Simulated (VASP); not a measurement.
# Sn (I4_1/amd) in VASP: notebook

The runs below take Sn through single point, with LDA.

All numbers are computed with VASP 6.6.1; they aren't measurements. Logs are shortened: lines on timing, memory, paths and dates and some standing lists are left out, and cuts for length are marked.

## Step 1: The cell of the first run

Symmetry: I4_1/amd, No. 141, tetragonal system. The conventional cell has a = 5.950 Å, b = 5.950 Å, c = 3.072 Å, α = 90.00°, β = 90.00°, γ = 90.00°. Sn (site symmetry -4m2) has 10 Sn at 3.07 to 3.76 Å within 4.0 Å.

## Step 2: Single point, LDA

Input file INCAR:

```
PREC = Accurate ; ENCUT = 520
EDIFF = 1E-7 ; ISMEAR = 0
SIGMA = 0.05 ; LREAL = F
LASPH = T ; NELM = 60
ALGO = Normal ; ISIF = 2
LWAVE = F ; LCHARG = F
GGA = CA ; NBANDS = 36
```

Input file KPOINTS:

```
Automatic mesh
0
Gamma
  8 8 14
  0.5 0.5 0.5
```

Input file POSCAR:

```
Sn
1.0
    5.9500000000      0.0000000000      0.0000000000
    0.0000000000      5.9500000000      0.0000000000
    0.0000000000      0.0000000000      3.0722610048
Sn
4
Direct
    0.0000000000      0.0000000000      0.0000000000
    0.5000000000      0.5000000000      0.5000000000
    0.5000000000      0.0000000000      0.2500000000
    0.0000000000      0.5000000000      0.7500000000
```

Potentials or basis: VASP PAW LDA potentials, release 64 (Sn_d).

Launch:

```sh
cat potpaw_LDA.64/Sn_d/POTCAR > POTCAR
mpirun -np 1 vasp_std > vasp.out
```

OUTCAR:

```text
PREC = Accurate
   ENCUT = 520
   EDIFF = 1E-7
   ISMEAR = 0
   LREAL = F
   LASPH = T
   NELM = 60
   ISIF = 2
   GGA = CA

 ion  position               nearest neighbor table
   1  0.000  0.000  0.000-   3 3.07   4 3.07   4 3.07   3 3.07
   2  0.500  0.500  0.500-   3 3.07   4 3.07   3 3.07   4 3.07
   3  0.500  0.000  0.250-   1 3.07   2 3.07   2 3.07   1 3.07
   4  0.000  0.500  0.750-   1 3.07   2 3.07   1 3.07   2 3.07

  LATTYP: Found a simple tetragonal cell.
 ALAT       =     5.9500000000
 C/A-ratio  =     0.5163463874

  Lattice vectors:

 A1 = (   5.9500000000,   0.0000000000,   0.0000000000)
 A2 = (   0.0000000000,   5.9500000000,   0.0000000000)
 A3 = (   0.0000000000,   0.0000000000,   3.0722610048)

Analysis of symmetry for initial positions (statically):
=====================================================================
 Subroutine PRICEL returns following result:

  LATTYP: Found a body centered tetragonal cell.
 ALAT       =     5.9500000000
 C/A-ratio  =     0.5163463874

  Lattice vectors:

 A1 = (   2.9750000000,  -2.9750000000,  -1.5361305024)
 A2 = (  -2.9750000000,   2.9750000000,  -1.5361305024)
 A3 = (   2.9750000000,   2.9750000000,   1.5361305024)

   2 primitive cells build up your supercell.

 Routine SETGRP: Setting up the symmetry group for a
 simple tetragonal supercell.

 Subroutine GETGRP returns: Found 16 space group operations
 (whereof  8 operations were pure point group operations)
 out of a pool of 16 trial point group operations.

The static configuration has the point symmetry D_2d.
 The point group associated with its full space group is D_4h.

Analysis of symmetry for dynamics (positions and initial velocities):
=====================================================================
 Subroutine PRICEL returns following result:

  LATTYP: Found a body centered tetragonal cell.
 ALAT       =     5.9500000000
 C/A-ratio  =     0.5163463874

  Lattice vectors:

 A1 = (   2.9750000000,  -2.9750000000,  -1.5361305024)
 A2 = (  -2.9750000000,   2.9750000000,  -1.5361305024)
 A3 = (   2.9750000000,   2.9750000000,   1.5361305024)

   2 primitive cells build up your supercell.

 Routine SETGRP: Setting up the symmetry group for a
 simple tetragonal supercell.

 Subroutine GETGRP returns: Found 16 space group operations
 (whereof  8 operations were pure point group operations)
 out of a pool of 16 trial point group operations.

The dynamic configuration has the point symmetry D_2d.
 The point group associated with its full space group is D_4h.

 Subroutine INISYM returns: Found 16 space group operations
 (whereof  8 operations are pure point group operations),
 and found     2 'primitive' translations

----------------------------------------------------------------------------------------

                                     Primitive cell

  volume of cell :      54.3829

  direct lattice vectors                    reciprocal lattice vectors
     2.975000000 -2.975000000 -1.536130502     0.168067227  0.000000000 -0.325493179
    -2.975000000  2.975000000 -1.536130502    -0.000000000  0.168067227 -0.325493179
     2.975000000  2.975000000  1.536130502     0.168067227  0.168067227  0.000000000

  length of vectors
     4.478944845  4.478944845  4.478944845     0.366322811  0.366322811  0.237682952

  position of ions in fractional coordinates (direct lattice)
     0.000000000  0.000000000  0.000000000
     0.250000000  0.750000000  0.500000000

  ion indices of the primitive-cell ions
   primitive index   ion index
                 1           1
                 2           3

----------------------------------------------------------------------------------------

 KPOINTS: Automatic mesh

Automatic generation of k-mesh.
 Grid dimensions read from file:
 generate k-points for:    8    8   14

 Generating k-lattice:

  Cartesian coordinates                     Fractional coordinates (reciprocal lattice)
     0.021008403  0.000000000  0.000000000     0.125000000  0.000000000  0.000000000
     0.000000000  0.021008403  0.000000000     0.000000000  0.125000000  0.000000000
     0.000000000  0.000000000  0.023249513     0.000000000  0.000000000  0.071428571

  Length of vectors
     0.021008403  0.021008403  0.023249513

  Shift w.r.t. Gamma in fractional coordinates (k-lattice)
     0.500000000  0.500000000  0.500000000

 Subroutine IBZKPT returns following result:
 ===========================================

 Found     70 irreducible k-points:

 Following reciprocal coordinates:
            Coordinates               Weight
  0.062500  0.062500  0.035714      8.000000
  0.187500  0.062500  0.035714     16.000000
  0.312500  0.062500  0.035714     16.000000
  0.437500  0.062500  0.035714     16.000000
  0.187500  0.187500  0.035714      8.000000
  0.312500  0.187500  0.035714     16.000000
[... 16 lines left out ...]
  0.312500  0.062500  0.178571     16.000000
  0.437500  0.062500  0.178571     16.000000
 [... further k-points ...]
   k-points           NKPTS =     70   k-points in BZ     NKDIM =     70   number of bands    NBANDS=     36
   number of dos      NEDOS =    301   number of ions     NIONS =      4
   total plane-waves  NPLWV =  55296
   dimension x,y,z NGX =    48 NGY =   48 NGZ =   24
   dimension x,y,z NGXF=    96 NGYF=   96 NGZF=   48
   ions per type =               4
   NGX,Y,Z   is equivalent  to a cutoff of  13.41, 13.41, 12.99 a.u.
   NGXF,Y,Z  is equivalent  to a cutoff of  26.82, 26.82, 25.97 a.u.
 SYSTEM =  unknown system
   PREC   = accura    normal or accurate (medium, high low for compatibility)
   ISTART =      0    job   : 0-new  1-cont  2-samecut
   ICHARG =      2    charge: 1-file 2-atom 10-const
   ISPIN  =      1    spin polarized calculation?
   LNONCOLLINEAR =      F non collinear calculations
   LSORBIT =      F    spin-orbit coupling
   LASPH  =      T    aspherical Exc in radial PAW
   ENCUT  =  520.0 eV  38.22 Ry    6.18 a.u.  11.06 11.06  5.71*2*pi/ulx,y,z
   NELM   =     60;   NELMIN=  2; NELMDL= -5     # of ELM steps
   EDIFF  = 0.1E-06   stopping-criterion for ELM
   LREAL  =      F    real-space projection
   EDIFFG = 0.1E-05   stopping-criterion for IOM
   NSW    =      0    number of steps for IOM
   IBRION =     -1    ionic relax: 0-MD 1-quasi-New 2-CG
   NFREE  =      0    steps in history (QN), initial steepest desc. (CG)
   ISIF   =      2    stress and relaxation
   ISYM   =      2    0-nonsym 1-usesym 2-fastsym
   POTIM  = 0.5000    time-step for ionic-motion
   TEBEG  =    0.0;   TEEND  =   0.0 temperature during run
   PSTRESS=    0.0 pullay stress
   NELECT =      56.0000    total number of electrons
   NUPDOWN=      -1.0000    fix difference up-down
   EMIN   =  10.00;   EMAX   =-10.00  energy-range for DOS
   EFERMI =   0.00;   METHOD = LEGACY
   ISMEAR =     0;   SIGMA  =   0.05  broadening in eV -4-tet -1-fermi 0-gaus
   EFERMI_NEDOS =   21; number of points for ismear=-14 and -15
   IALGO  =     38    algorithm
   IMIX   =      4    mixing-type and parameters
     AMIX     =   0.40;   BMIX     =  1.00
     AMIX_MAG =   1.60;   BMIX_MAG =  1.00
  volume/ion in A,a.u.               =      27.19       183.50
  Fermi-wavevector in a.u.,A,eV,Ry     =   1.312120  2.479547 23.424585  1.721658
  Thomas-Fermi vector in A             =   2.442534
   LORBIT       =      0    0 simple, 1 ext, 2 COOP (PROOUT), +10 PAW based schemes
   GGA     = CA    functional components
   LHFCALC =     F    Hartree Fock is set to
   AEXX    =    0.0000 exact exchange contribution
   IVDW    =     0    specifies the selected vdW correction
   LEPSILON=     F    determine dielectric tensor
   LRPA    =     F    only Hartree local field effects (RPA)
 non-spin polarized calculation
 Gauss-broadening in eV      SIGMA  =   0.05
  energy-cutoff  :      520.00
  volume of cell :      108.77
 maximum number of plane-waves:      2952
 NGX is ok and might be reduce to    48
   NGX = 23   NGY = 23   NGZ = 11

 number of electron      55.9999994 magnetization

 Free energy of the ion-electron system (eV)
  ---------------------------------------------------
  ext. energy  EPLUGINS =         0.00000000
  ---------------------------------------------------
  free energy    TOTEN  =       -17.92072054 eV

  energy without entropy =      -17.91833302  energy(sigma->0) =      -17.91952678

 E-fermi :   7.5978     XC(G=0): -10.5352

 val. band max:        7.5891660395   @ k =   0.4375   0.4375   0.1071
 cond. band min:       7.6164328993   @ k =   0.4375   0.4375   0.1786
 fundamental gap:      0.0272668598
 Fermi energy:         7.5977564125

 k-point     1 :       0.0625    0.0625    0.0357
  band No.  band energies     occupation
      1     -13.8575      2.00000
      2     -13.8433      2.00000
      3     -13.8400      2.00000
      4     -13.8381      2.00000
      5     -13.7894      2.00000
      6     -13.7383      2.00000
[... 28 lines left out ...]
     35      15.0482      0.00000
     36      15.9352      0.00000

 k-point     2 :       0.1875    0.0625    0.0357
  band No.  band energies     occupation
      1     -13.8463      2.00000
      2     -13.8426      2.00000
      3     -13.8387      2.00000
      4     -13.8362      2.00000
      5     -13.7941      2.00000
      6     -13.7286      2.00000
[... 28 lines left out ...]
     35      14.8371      0.00000
     36      15.0594      0.00000

 k-point     3 :       0.3125    0.0625    0.0357
  band No.  band energies     occupation
      1     -13.8435      2.00000
      2     -13.8430      2.00000
      3     -13.8308      2.00000
      4     -13.8178      2.00000
      5     -13.8020      2.00000
      6     -13.7106      2.00000
[... 28 lines left out ...]
     35      14.7679      0.00000
     36      15.0368      0.00000

 k-point     4 :       0.4375    0.0625    0.0357
  band No.  band energies     occupation
      1     -13.8440      2.00000
      2     -13.8438      2.00000
      3     -13.8226      2.00000
      4     -13.8129      2.00000
      5     -13.7825      2.00000
      6     -13.7421      2.00000
[... 28 lines left out ...]
     35      14.4390      0.00000
     36      14.9044      0.00000

 k-point     5 :       0.1875    0.1875    0.0357
  band No.  band energies     occupation
      1     -13.8406      2.00000
      2     -13.8404      2.00000
      3     -13.8360      2.00000
      4     -13.8323      2.00000
      5     -13.7982      2.00000
      6     -13.7191      2.00000
[... 655 lines left out ...]
 k-point    22 :       0.1875    0.0625    0.1786
  band No.  band energies     occupation
      1     -13.8382      2.00000
      2     -13.7773      2.00000
      3     -13.7727      2.00000
      4     -13.7599      2.00000
      5     -13.7180      2.00000
      6     -13.7016      2.00000
[... 28 lines left out ...]
     35      13.9692      0.00000
     36      14.9963      0.00000

 k-point    23 :       0.3125    0.0625    0.1786
  band No.  band energies     occupation
      1     -13.8182      2.00000
      2     -13.7790      2.00000
      3     -13.7653      2.00000
      4     -13.7611      2.00000
      5     -13.7176      2.00000
      6     -13.7022      2.00000
[... 28 lines left out ...]
     35      13.6237      0.00000
     36      13.7522      0.00000

 k-point    24 :       0.4375    0.0625    0.1786
  band No.  band energies     occupation
      1     -13.7954      2.00000
      2     -13.7830      2.00000
      3     -13.7550      2.00000
      4     -13.7527      2.00000
      5     -13.7353      2.00000
      6     -13.7291      2.00000
[... 28 lines left out ...]
     35      13.6919      0.00000
     36      14.1945      0.00000

 [... further k-points ...]
[... 5 lines left out ...]
  --------------------------------------------------------------------------------------
  -------------------------------------------------------------------------------------
  Total       -2.1427834     -2.1427834      0.0284357      0.0000000     -0.0000000      0.0000000
  in kB      -31.5643482    -31.5643482      0.4188732      0.0000000     -0.0000000      0.0000000
  external PRESSURE =     -20.9032744 kB  Pullay stress =       0.0000000 kB

 VOLUME and BASIS-vectors are now :
 -----------------------------------------------------------------------------
  energy-cutoff  :      520.00
  volume of cell :      108.77
      direct lattice vectors                 reciprocal lattice vectors
     5.950000000  0.000000000  0.000000000     0.168067227  0.000000000  0.000000000
     0.000000000  5.950000000  0.000000000     0.000000000  0.168067227  0.000000000
     0.000000000  0.000000000  3.072261005     0.000000000  0.000000000  0.325493179

 POSITION                                       TOTAL-FORCE (eV/Angst)
 -----------------------------------------------------------------------------------
      0.00000      0.00000      0.00000         0.000000     -0.000000     -0.000000
      2.97500      2.97500      1.53613        -0.000000     -0.000000      0.000000
      2.97500      0.00000      0.76807         0.000000     -0.000000      0.000000
      0.00000      2.97500      2.30420        -0.000000      0.000000      0.000000
 -----------------------------------------------------------------------------------
    total drift:                                0.000000      0.000000     -0.000000

  FREE ENERGIE OF THE ION-ELECTRON SYSTEM (eV)
  ---------------------------------------------------
  free  energy   TOTEN  =       -17.9207205363 eV

  energy  without entropy=      -17.9183330189  energy(sigma->0) =      -17.91952678
```

Run time: 3.6 min. Hardware: 1 thread of Intel Xeon Platinum 8259CL at 2.50GHz (Skylake/Cascade Lake), shared host; peak memory 0.31 GiB.

Results:

| Quantity | Value |
| --- | --- |
| Free energy | -17.9207 eV |
| Pressure | -2.1 GPa |
| Band gap on the k mesh | zero (bands 28 and 29 overlap by 2.25 eV) |

Levels at points of the mesh, in eV from the Fermi level:
```tsv
k point	band 24	band 25	band 26	band 27	band 28	band 29	band 30	band 31	band 32	band 33
(0.06, 0.06, 0.04)	-4.56	-4.56	-4.44	-2.03	-1.87	3.14	5.12	5.46	5.55	7.05
```

Caveat: spin-orbit coupling is left out, which moves the levels of the heavy elements.

(Continued in part 2 of 2.)
